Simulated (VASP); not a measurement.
# SrO (F-43m) in VASP: single point with r2SCAN

Aim: the single point of SrO with r2SCAN.

Program: VASP 6.6.1. These are calculated values, not measurements. Logs are shortened: lines on timing, memory, paths and dates and some standing lists are left out, and cuts for length are marked.

### 1 The cell of the first run

Symmetry: F-43m, No. 216, cubic system. Conventional cell: a = 5.585 Å, b = 5.585 Å, c = 5.585 Å, α = 90.00°, β = 90.00°, γ = 90.00°. Sr (site symmetry -43m) has 4 O at 2.42 Å within 3.2 Å. O (site symmetry -43m) has 4 Sr at 2.42 Å within 3.2 Å.

### 2 Single point, r2SCAN

File POSCAR:

```
SrO
1.0
    0.0000000000      2.7922805169      2.7922805169
    2.7922805169      0.0000000000      2.7922805169
    2.7922805169      2.7922805169      0.0000000000
Sr O
1 1
Direct
    0.0000000000      0.0000000000      0.0000000000
    0.2500000000      0.2500000000      0.2500000000
```

File INCAR.step1:

```
SYSTEM = SrO
ALGO = Normal ; EDIFF = 1E-4
ENCUT = 520 ; GGA = PE
ISMEAR = 0 ; LASPH = .True.
LCHARG = .False. ; LREAL = .False.
LWAVE = .True. ; NBANDS = 15
NELM = 100 ; PREC = Accurate
SIGMA = 0.01
```

File INCAR.step2:

```
SYSTEM = SrO
ALGO = Normal ; EDIFF = 1E-6
ENCUT = 520 ; ISIF = 2
ISMEAR = 0 ; ISTART = 1
LASPH = .True. ; LCHARG = .True.
LELF = .True. ; LMIXTAU = .True.
LREAL = .False. ; LVHAR = .True.
LWAVE = .False. ; METAGGA = R2SCAN
NBANDS = 15 ; NELM = 100
PREC = Accurate ; SIGMA = 0.01
```

File KPOINTS:

```
k-points
0
Gamma
  6 6 6
  0 0 0
```

Potentials or basis: VASP PAW PBE potentials, release 64 (Sr_sv, O).

Run with:

```
cat potpaw_PBE.64/Sr_sv/POTCAR potpaw_PBE.64/O/POTCAR > POTCAR
cp INCAR.step1 INCAR
mpirun -np 1 vasp_std > vasp.out
cp INCAR.step2 INCAR
mpirun -np 1 vasp_std > vasp.out
```

OUTCAR:

```text
SYSTEM = SrO
   EDIFF = 1E-6
   ENCUT = 520
   ISIF = 2
   ISMEAR = 0
   ISTART = 1
   LASPH = .True.
   LREAL = .False.
   METAGGA = R2SCAN
   NELM = 100
   PREC = Accurate

 ion  position               nearest neighbor table
   1  0.000  0.000  0.000-   2 2.42   2 2.42   2 2.42   2 2.42
   2  0.250  0.250  0.250-   1 2.42   1 2.42   1 2.42   1 2.42

  LATTYP: Found a face centered cubic cell.
 ALAT       =     5.5845610338

  Lattice vectors:

 A1 = (   0.0000000000,   2.7922805169,   2.7922805169)
 A2 = (   2.7922805169,   0.0000000000,   2.7922805169)
 A3 = (   2.7922805169,   2.7922805169,   0.0000000000)

Analysis of symmetry for initial positions (statically):
=====================================================================
 Subroutine PRICEL returns:
 Original cell was already a primitive cell.

 Routine SETGRP: Setting up the symmetry group for a
 face centered cubic supercell.

 Subroutine GETGRP returns: Found 24 space group operations
 (whereof 24 operations were pure point group operations)
 out of a pool of 48 trial point group operations.

The static configuration has the point symmetry T_d .

Analysis of symmetry for dynamics (positions and initial velocities):
=====================================================================
 Subroutine PRICEL returns:
 Original cell was already a primitive cell.

 Routine SETGRP: Setting up the symmetry group for a
 face centered cubic supercell.

 Subroutine GETGRP returns: Found 24 space group operations
 (whereof 24 operations were pure point group operations)
 out of a pool of 48 trial point group operations.

The dynamic configuration has the point symmetry T_d .

 Subroutine INISYM returns: Found 24 space group operations
 (whereof 24 operations are pure point group operations),
 and found     1 'primitive' translations

----------------------------------------------------------------------------------------

                                     Primitive cell

  volume of cell :      43.5419

  direct lattice vectors                    reciprocal lattice vectors
     0.000000000  2.792280517  2.792280517    -0.179065104  0.179065104  0.179065104
     2.792280517  0.000000000  2.792280517     0.179065104 -0.179065104  0.179065104
     2.792280517  2.792280517  0.000000000     0.179065104  0.179065104 -0.179065104

  length of vectors
     3.948880977  3.948880977  3.948880977     0.310149857  0.310149857  0.310149857

  position of ions in fractional coordinates (direct lattice)
     0.000000000  0.000000000  0.000000000
[... 79 lines left out ...]
   PSTRESS=    0.0 pullay stress
   NELECT =      16.0000    total number of electrons
   NUPDOWN=      -1.0000    fix difference up-down
   EMIN   =  10.00;   EMAX   =-10.00  energy-range for DOS
   EFERMI =   0.00;   METHOD = LEGACY
   ISMEAR =     0;   SIGMA  =   0.01  broadening in eV -4-tet -1-fermi 0-gaus
   EFERMI_NEDOS =   21; number of points for ismear=-14 and -15
   IALGO  =     38    algorithm
   IMIX   =      4    mixing-type and parameters
     AMIX     =   0.40;   BMIX     =  1.00
     AMIX_MAG =   1.60;   BMIX_MAG =  1.00
  volume/ion in A,a.u.               =      21.77       146.92
  Fermi-wavevector in a.u.,A,eV,Ry     =   1.172589  2.215872 18.707531  1.374965
  Thomas-Fermi vector in A             =   2.309015
   LORBIT       =      0    0 simple, 1 ext, 2 COOP (PROOUT), +10 PAW based schemes
   METAGGA = R2SCAN    functional components
   LHFCALC =     F    Hartree Fock is set to
   AEXX    =    0.0000 exact exchange contribution
   IVDW    =     0    specifies the selected vdW correction
   LEPSILON=     F    determine dielectric tensor
   LRPA    =     F    only Hartree local field effects (RPA)
 non-spin polarized calculation
 Gauss-broadening in eV      SIGMA  =   0.01
  energy-cutoff  :      520.00
  volume of cell :       43.54
 maximum number of plane-waves:      1211
 NGX is ok and might be reduce to    30
   NGX = 15   NGY = 15   NGZ = 15

 number of electron      16.0000001 magnetization

 Free energy of the ion-electron system (eV)
  ---------------------------------------------------
  ext. energy  EPLUGINS =         0.00000000
  ---------------------------------------------------
  free energy    TOTEN  =       -26.63170404 eV

  energy without entropy =      -26.63170404  energy(sigma->0) =      -26.63170404

 E-fermi :   0.0561     XC(G=0):  -9.1299

 val. band max:       -0.0292178734   @ k =  -0.3333   0.5000   0.1667
 cond. band min:       2.8763431652   @ k =   0.0000   0.0000   0.0000
 fundamental gap:      2.9055610386
 Fermi energy:         0.0560764727

 k-point     1 :       0.0000    0.0000    0.0000
  band No.  band energies     occupation
      1     -33.3182      2.00000
      2     -15.7612      2.00000
      3     -14.5832      2.00000
      4     -14.5832      2.00000
      5     -14.5832      2.00000
      6      -0.8737      2.00000
      7      -0.8737      2.00000
      8      -0.8737      2.00000
      9       2.8763      0.00000
     10       8.6558      0.00000
     11       8.6558      0.00000
     12       9.9679      0.00000
     13       9.9679      0.00000
     14       9.9679      0.00000
[... 257 lines left out ...]
      2     -17.0555      2.00000
      3     -14.9089      2.00000
      4     -14.8160      2.00000
      5     -13.3076      2.00000
      6      -1.0647      2.00000
      7      -0.3608      2.00000
      8      -0.0292      2.00000
      9       4.8853      0.00000
     10       6.1509      0.00000
     11       9.3207      0.00000
     12      10.2780      0.00000
     13      11.4122      0.00000
     14      12.4014      0.00000
     15      13.3183      0.00000

------------------------ aborting loop because EDIFF is reached ----------------------------------------

  FORCE on cell =-STRESS in cart. coord.  units (eV):
  Direction    XX          YY          ZZ          XY          YZ          ZX
  --------------------------------------------------------------------------------------
  -------------------------------------------------------------------------------------
  Total        0.1251137      0.1251137      0.1251137      0.0000000      0.0000000      0.0000000
  in kB        4.6037145      4.6037145      4.6037145      0.0000000      0.0000000      0.0000000
  external PRESSURE =       4.6037145 kB  Pullay stress =       0.0000000 kB

 VOLUME and BASIS-vectors are now :
 -----------------------------------------------------------------------------
  energy-cutoff  :      520.00
  volume of cell :       43.54
      direct lattice vectors                 reciprocal lattice vectors
     0.000000000  2.792280517  2.792280517    -0.179065104  0.179065104  0.179065104
     2.792280517  0.000000000  2.792280517     0.179065104 -0.179065104  0.179065104
     2.792280517  2.792280517  0.000000000     0.179065104  0.179065104 -0.179065104

 POSITION                                       TOTAL-FORCE (eV/Angst)
 -----------------------------------------------------------------------------------
      0.00000      0.00000      0.00000         0.000000      0.000000     -0.000000
      1.39614      1.39614      1.39614        -0.000000     -0.000000      0.000000
 -----------------------------------------------------------------------------------
    total drift:                                0.000000      0.000000      0.000000

  FREE ENERGIE OF THE ION-ELECTRON SYSTEM (eV)
  ---------------------------------------------------
  free  energy   TOTEN  =       -26.6317040362 eV

  energy  without entropy=      -26.6317040362  energy(sigma->0) =      -26.63170404
```

OSZICAR.step1:

```text
N       E                     dE             d eps       ncg     rms          rms(c)
DAV:   1     0.741187540714E+02    0.74119E+02   -0.83714E+03   480   0.103E+03
DAV:   2    -0.109645465021E+02   -0.85083E+02   -0.76891E+02   649   0.215E+02
DAV:   3    -0.147780042217E+02   -0.38135E+01   -0.37935E+01   609   0.436E+01
DAV:   4    -0.148941857892E+02   -0.11618E+00   -0.11616E+00   657   0.670E+00
DAV:   5    -0.148953144783E+02   -0.11287E-02   -0.11287E-02   619   0.558E-01    0.177E+01
DAV:   6    -0.119645398958E+02    0.29308E+01   -0.10289E+01   487   0.225E+01    0.190E+01
DAV:   7    -0.117789699349E+02    0.18557E+00   -0.58572E-01   508   0.616E+00    0.958E+00
DAV:   8    -0.117499215186E+02    0.29048E-01   -0.15534E-01   557   0.360E+00    0.154E+00
DAV:   9    -0.117578313497E+02   -0.79098E-02   -0.68639E-03   622   0.632E-01    0.333E-01
DAV:  10    -0.117611145173E+02   -0.32832E-02   -0.27331E-03   494   0.342E-01    0.595E-02
DAV:  11    -0.117612397330E+02   -0.12522E-03   -0.14809E-04   577   0.780E-02    0.658E-02
DAV:  12    -0.117613008719E+02   -0.61139E-04   -0.73175E-05   446   0.588E-02
   1 F= -.11761301E+02 E0= -.11761301E+02  d E =-.406145E-17
```

Run time: 1.8 min. Hardware: 1 thread of AMD EPYC 7R13, shared host; peak memory 0.14 GiB.

Results:

```
Free energy            : -26.6317 eV
Pressure               : 0.5 GPa
Band gap on the k mesh : 2.91 eV, indirect (least direct gap 3.75 eV)
```

Caveat: the PAW data sets were made with another functional, which shifts forces and pressure a little. A k mesh can miss the band edges.
